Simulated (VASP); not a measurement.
# LiF (F-43m) in VASP: further runs, part 3 of 3

VASP 6.6.1. Earlier steps stand in the parts before.

## (5) Single point, r2SCAN

POSCAR

```
LiF
1.0
    0.0000000000      2.1446105472      2.1446105472
    2.1446105472      0.0000000000      2.1446105472
    2.1446105472      2.1446105472      0.0000000000
Li F
1 1
Direct
    0.0000000000      0.0000000000      0.0000000000
    0.2500000000      0.2500000000      0.2500000000
```

INCAR.step1

```
ALGO     = Normal         # electronic algorithm
EDIFF    = 1E-4           # SCF threshold, eV
ENCUT    = 520            # plane-wave cutoff, eV
GGA      = PE             # functional
ISMEAR   = 0              # smearing method
LASPH    = True           # aspherical terms in the spheres
LCHARG   = False          # write CHGCAR
LREAL    = False          # projectors in reciprocal space
LWAVE    = True           # write WAVECAR
NBANDS   = 12             # bands
NELM     = 80             # most SCF steps
PREC     = Accurate       # precision mode
SIGMA    = 0.01           # smearing width, eV
```

INCAR.step2

```
ALGO     = Normal         # electronic algorithm
EDIFF    = 1E-7           # SCF threshold, eV
ENCUT    = 520            # plane-wave cutoff, eV
ISIF     = 2              # what is computed and relaxed
ISMEAR   = 0              # smearing method
ISTART   = 1            
LASPH    = True           # aspherical terms in the spheres
LCHARG   = True           # write CHGCAR
LELF     = True           # ELF
LMIXTAU  = True         
LREAL    = False          # projectors in reciprocal space
LVHAR    = True         
LWAVE    = False          # write WAVECAR
METAGGA  = R2SCAN         # meta-GGA
NBANDS   = 12             # bands
NELM     = 80             # most SCF steps
PREC     = Accurate       # precision mode
SIGMA    = 0.01           # smearing width, eV
```

KPOINTS

```
k-points
0
Gamma
  6 6 6
```

Potentials or basis: VASP PAW PBE potentials, release 64 (Li_sv, F).

Launch:

```
$ cat potpaw_PBE.64/Li_sv/POTCAR potpaw_PBE.64/F/POTCAR > POTCAR
$ cp INCAR.step1 INCAR
$ mpirun -np 1 vasp_std > vasp.out
$ cp INCAR.step2 INCAR
$ mpirun -np 1 vasp_std > vasp.out
```

OUTCAR:

```text
EDIFF = 1E-7
   ENCUT = 520
   ISIF = 2
   ISMEAR = 0
   ISTART = 1
   LASPH = True
   LREAL = False
   METAGGA = R2SCAN
   NELM = 80
   PREC = Accurate

 ion  position               nearest neighbor table
   1  0.000  0.000  0.000-   2 1.86   2 1.86   2 1.86   2 1.86
   2  0.250  0.250  0.250-   1 1.86   1 1.86   1 1.86   1 1.86

  LATTYP: Found a face centered cubic cell.
 ALAT       =     4.2892210944

  Lattice vectors:

 A1 = (   0.0000000000,   2.1446105472,   2.1446105472)
 A2 = (   2.1446105472,   0.0000000000,   2.1446105472)
 A3 = (   2.1446105472,   2.1446105472,   0.0000000000)

Analysis of symmetry for initial positions (statically):
=====================================================================
 Subroutine PRICEL returns:
 Original cell was already a primitive cell.

 Routine SETGRP: Setting up the symmetry group for a
 face centered cubic supercell.

 Subroutine GETGRP returns: Found 24 space group operations
 (whereof 24 operations were pure point group operations)
 out of a pool of 48 trial point group operations.

[... 164 lines left out ...]
      2     -23.6130      2.00000
      3      -3.1579      2.00000
      4      -3.1579      2.00000
      5      -3.1578      2.00000
      6       5.6015      0.00000
      7      17.9055      0.00000
      8      17.9055      0.00000
      9      17.9060      0.00000
     10      26.1260      0.00000
     11      26.1260      0.00000
     12      26.1261      0.00000
[... 211 lines left out ...]
 k-point    16 :      -0.3333    0.5000    0.1667
  band No.  band energies     occupation
      1     -44.5585      2.00000
      2     -23.3943      2.00000
      3      -4.5972      2.00000
      4      -4.0798      2.00000
      5      -3.9066      2.00000
      6       9.2464      0.00000
      7      13.5618      0.00000
      8      15.6602      0.00000
      9      18.5515      0.00000
     10      21.0897      0.00000
     11      27.4280      0.00000
     12      28.6316      0.00000

------------------------ aborting loop because EDIFF is reached ----------------------------------------

  FORCE on cell =-STRESS in cart. coord.  units (eV):
  Direction    XX          YY          ZZ          XY          YZ          ZX
  --------------------------------------------------------------------------------------
  -------------------------------------------------------------------------------------
  Total       -0.0363588     -0.0363588     -0.0363588      0.0000000     -0.0000000      0.0000000
  in kB       -2.9528727     -2.9528727     -2.9528727      0.0000000     -0.0000000      0.0000000
  external PRESSURE =      -2.9528727 kB  Pullay stress =       0.0000000 kB

 VOLUME and BASIS-vectors are now :
 -----------------------------------------------------------------------------
  energy-cutoff  :      520.00
  volume of cell :       19.73
      direct lattice vectors                 reciprocal lattice vectors
     0.000000000  2.144610547  2.144610547    -0.233142563  0.233142563  0.233142563
     2.144610547  0.000000000  2.144610547     0.233142563 -0.233142563  0.233142563
     2.144610547  2.144610547  0.000000000     0.233142563  0.233142563 -0.233142563

 POSITION                                       TOTAL-FORCE (eV/Angst)
 -----------------------------------------------------------------------------------
      0.00000      0.00000      0.00000        -0.000000     -0.000000     -0.000000
      1.07231      1.07231      1.07231         0.000000      0.000000      0.000000
 -----------------------------------------------------------------------------------
    total drift:                                0.000000      0.000000     -0.000000

  FREE ENERGIE OF THE ION-ELECTRON SYSTEM (eV)
  ---------------------------------------------------
  free  energy   TOTEN  =       -11.8060335538 eV

  energy  without entropy=      -11.8060335538  energy(sigma->0) =      -11.80603355
```

Run time: 11 s. Hardware: 1 thread of Intel Xeon 6975P-C (Granite Rapids), shared host; peak memory 0.13 GiB.

What came out:

```
Free energy            : -11.8060 eV
Band gap on the k mesh : 8.76 eV
```

Caveat: the k points lie up to 0.42 Å⁻¹ apart; the cutoff is under 1.25 times the usual one of these potentials, so pressure, stress and relaxed cells hold a basis-set (Pulay) error; the PAW data sets were made with another functional, which shifts forces and pressure a little.

## (6) Single point, HSE06

POSCAR is that of step 5.

INCAR.step1

```
ALGO     = Normal         # electronic algorithm
EDIFF    = 1E-5           # SCF threshold, eV
ENCUT    = 520            # plane-wave cutoff, eV
GGA      = PE             # functional
ISIF     = 2              # what is computed and relaxed
ISMEAR   = 0              # smearing method
LASPH    = True           # aspherical terms in the spheres
LREAL    = False          # projectors in reciprocal space
LWAVE    = True           # write WAVECAR
NBANDS   = 12             # bands
NELM     = 100            # most SCF steps
PREC     = Accurate       # precision mode
SIGMA    = 0.01           # smearing width, eV
```

INCAR.step2

```
ALGO     = Normal         # electronic algorithm
EDIFF    = 1E-6           # SCF threshold, eV
ENCUT    = 520            # plane-wave cutoff, eV
GGA      = PE             # functional
HFSCREEN = 0.2079         # screening, 1/A
ISIF     = 2              # what is computed and relaxed
ISMEAR   = 0              # smearing method
ISTART   = 1            
LASPH    = True           # aspherical terms in the spheres
LCHARG   = True           # write CHGCAR
LELF     = True           # ELF
LHFCALC  = True           # exact exchange
LREAL    = False          # projectors in reciprocal space
LVHAR    = True         
LWAVE    = False          # write WAVECAR
NBANDS   = 12             # bands
NELM     = 100            # most SCF steps
PREC     = Accurate       # precision mode
PRECFOCK = Normal       
SIGMA    = 0.01           # smearing width, eV
```

KPOINTS is that of step 5.

Potentials or basis: VASP PAW PBE potentials, release 64 (Li_sv, F).

Launch:

```
$ cat potpaw_PBE.64/Li_sv/POTCAR potpaw_PBE.64/F/POTCAR > POTCAR
$ cp INCAR.step1 INCAR
$ mpirun -np 1 vasp_std > vasp.out
$ cp INCAR.step2 INCAR
$ mpirun -np 1 vasp_std > vasp.out
```

It took 2.9 min on 1 thread of Intel Xeon 6975P-C (Granite Rapids), shared host; peak memory 0.23 GiB.

Results (log left out):

```
Free energy            : -11.3570 eV
Band gap on the k mesh : 10.09 eV
```

Levels at points of the mesh, in eV from the valence-band top:
| k point | band 1 | band 2 | band 3 | band 4 | band 5 | band 6 | band 7 | band 8 | band 9 | band 10 |
| --- | --- | --- | --- | --- | --- | --- | --- | --- | --- | --- |
| (0.00, 0.00, 0.00) | -42.36 | -20.90 | 0.00 | 0.00 | 0.00 | 10.09 | 21.99 | 21.99 | 21.99 | 30.59 |
| (0.50, 0.00, 0.00) | -42.32 | -20.71 | -2.06 | -0.28 | -0.28 | 14.29 | 17.35 | 21.59 | 21.59 | 28.83 |
| (0.50, 0.50, 0.00) | -42.30 | -20.65 | -1.49 | -0.84 | -0.84 | 12.79 | 18.37 | 22.16 | 22.16 | 24.34 |

Caveat: the k points lie up to 0.42 Å⁻¹ apart; the cutoff is under 1.25 times the usual one of these potentials, so pressure, stress and relaxed cells hold a basis-set (Pulay) error; the PAW data sets were made with another functional, which shifts forces and pressure a little.

## (7) The runs side by side

| level | potentials or basis | k mesh | grid for exact exchange (PRECFOCK) | share of exact exchange | screening parameter | gap on the mesh (eV) |
| --- | --- | --- | --- | --- | --- | --- |
| PBE | VASP PAW PBE potentials, release 64 (Li_sv, F) | 6 × 6 × 6 | - | - | - | 7.92 |
| LDA | VASP PAW LDA potentials, release 64 (Li_sv, F) | 6 × 6 × 6 | - | - | - | 7.60 |
| PBE | VASP PAW PBE potentials, release 64 (Li_sv, F) | 8 × 8 × 8 | - | - | - | 7.92 |
| r2SCAN | VASP PAW PBE potentials, release 64 (Li_sv, F) | 6 × 6 × 6 | - | - | - | 8.76 |
| HSE06 | VASP PAW PBE potentials, release 64 (Li_sv, F) | 6 × 6 × 6 | Normal | 0.25 | 0.2079 1/Å | 10.09 |

Alike in all rows: task single point; no spin polarisation; cell as given; cutoff (eV) 520; smearing gaussian 0.01 eV.

Caveats: some runs use coarse meshes; the cutoff is under 1.25 times the usual one of these potentials, so pressure, stress and relaxed cells hold a basis-set (Pulay) error; the PAW data sets were made with another functional, which shifts forces and pressure a little (at least some runs).

Absolute energies hang on the potentials; compare differences alone.
